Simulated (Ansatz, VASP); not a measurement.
CuGe in VASP and in Ansatz

```
Cu Ge
1.0
     2.06983   -4.86794    0.00000
     2.06983    4.86794    0.00000
     0.00000    0.00000    3.52638
Cu Ge
2 2
Direct
  0.64000 0.36000 0.25000
  0.36000 0.64000 0.75000
  0.93000 0.07000 0.25000
  0.07000 0.93000 0.75000
```

Alike in both runs: task relaxation of cell and atoms; functional PBE; k mesh 4 × 4 × 6; occupations gaussian, width 0.1 eV; no spin polarisation.

|  | VASP | Ansatz |
| --- | --- | --- |
| version | VASP 6.6.1 | Ansatz 0.2.0 |
| potentials or method | VASP PAW PBE potentials, release 64 (Cu, Ge_d), cutoff 600 eV | scalar-relativistic, plane waves, PAW |
| valence electrons in the cell | 50 | 66 |

```csv
,VASP,Ansatz,Ansatz less VASP
"gap on the k mesh at the Fermi level, each at its own relaxed structure (eV)",none,none,-
relaxed volume (Å³/atom),15.82,15.80,-0.013
relaxed cell length with the largest relative difference (Å),4.134,4.159,+0.0251
```

A gap of «none» marks a metal or a gap that the smearing closes. VASP's potentials hold 50 valence electrons a cell and Ansatz's 66, so a difference there can come from the potentials and not from the codes.

The k mesh is coarse, so the values compare programs but aren't converged.
